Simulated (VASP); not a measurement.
Here is a VASP 6.6.1 calculation.

The input INCAR:

```
SYSTEM = Mo
PREC     = Accurate       ! precision mode
ENCUT    = 520            ! plane-wave cutoff, eV
EDIFF    = 1E-7           ! SCF threshold, eV
ISMEAR   = 0              ! smearing method
SIGMA    = 0.15           ! smearing width, eV
LREAL    = .False.        ! projectors in reciprocal space
LASPH    = .True.         ! aspherical terms in the spheres
NELM     = 100            ! most SCF steps
ALGO     = Fast           ! electronic algorithm
ISIF     = 2              ! what is computed and relaxed
LWAVE    = .False.        ! write WAVECAR
LCHARG   = .False.        ! write CHGCAR
GGA      = PE             ! functional
NBANDS   = 13             ! bands
```

KPOINTS

```
regular mesh
0
Gamma
  21 21 18
  0 0 0
```

Contents of POSCAR:

```
Mo
1.0
    2.8175757091      0.0000000000      0.0000000000
   -1.4087878546      2.4400921412      0.0000000000
    0.0000000000      0.0000000000      2.5168529895
Mo
1
Direct
    0.0000000000      0.0000000000      0.5000000000
```

Potentials or basis: VASP PAW PBE potentials, release 64 (Mo_sv).

Launch:

```bash
$ cat potpaw_PBE.64/Mo_sv/POTCAR > POTCAR
$ mpirun -np 1 vasp_std > vasp.out
```

What does it give for the pressure?

-5.1 GPa.

What does it give for the band gap on the k mesh?

Zero (band 7 reaches 11.61 eV, above the bottom of band 8 at 10.00 eV).

Stress tensor (GPa, compression positive):
```
-6.52  0.00  0.00
 0.00 -6.52  0.00
 0.00  0.00 -2.12
```

Caveat: the cell differs from its parent crystal (strain +0.030 along x and y, -0.015 along z).
